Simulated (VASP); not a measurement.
Write the native input for VASP 6.6.1 that does the following.

| Item | Value |
| --- | --- |
| Task | single point |
| Functional | PBE |
| Potentials or basis | VASP PAW PBE potentials, release 64 (Ag, Cl) |
| Cutoff | 520 eV |
| k mesh | 8 × 8 × 8 |
| Occupations | gaussian, width 0.05 eV |
| Spin | no spin polarisation |
| Dipole correction | no |
| Further INCAR settings | ALGO = Normal; EDIFF = 1e-07; NBANDS = 16 |

The structure of AgCl lies in POSCAR:

```
AgCl
1.0
    0.0000000000      2.8840760000      2.9950020000
    2.8840760000      0.0000000000      2.9950020000
    2.8840760000      2.8840760000      0.0000000000
Ag Cl
1 1
Direct
    0.5000000000      0.5000000000      0.5000000000
    0.0000000000      0.0000000000      0.0000000000
```

This cell differs from its parent crystal: strain +0.040 along x and y, +0.080 along z.

The input as run:

INCAR

```
SYSTEM = AgCl
PREC = Accurate
ENCUT = 520
EDIFF = 1E-7
ISMEAR = 0
SIGMA = 0.05
LREAL = .FALSE.
LASPH = .TRUE.
NELM = 100
ALGO = Normal
ISIF = 2
LWAVE = .FALSE.
LCHARG = .FALSE.
GGA = PE
NBANDS = 16
```

KPOINTS

```
regular mesh
0
G
  8 8 8
  0 0 0
```

Potentials or basis: VASP PAW PBE potentials, release 64 (Ag, Cl).

Launch:

```bash
$ cat potpaw_PBE.64/Ag/POTCAR potpaw_PBE.64/Cl/POTCAR > POTCAR
$ mpirun -np 1 vasp_std > vasp.out
```

Results of the run:

```yaml
Pressure: -3.7 GPa
Band_gap_on_the_k_mesh: 0.90 eV (least direct gap 2.65 eV)
```

Caveat: the cell differs from its parent crystal (strain +0.040 along x and y, +0.080 along z); the cell stands under tension.

Wall time 54 s on 1 thread of Intel Xeon 8259CL, on a shared host, peak memory 0.2 GiB.
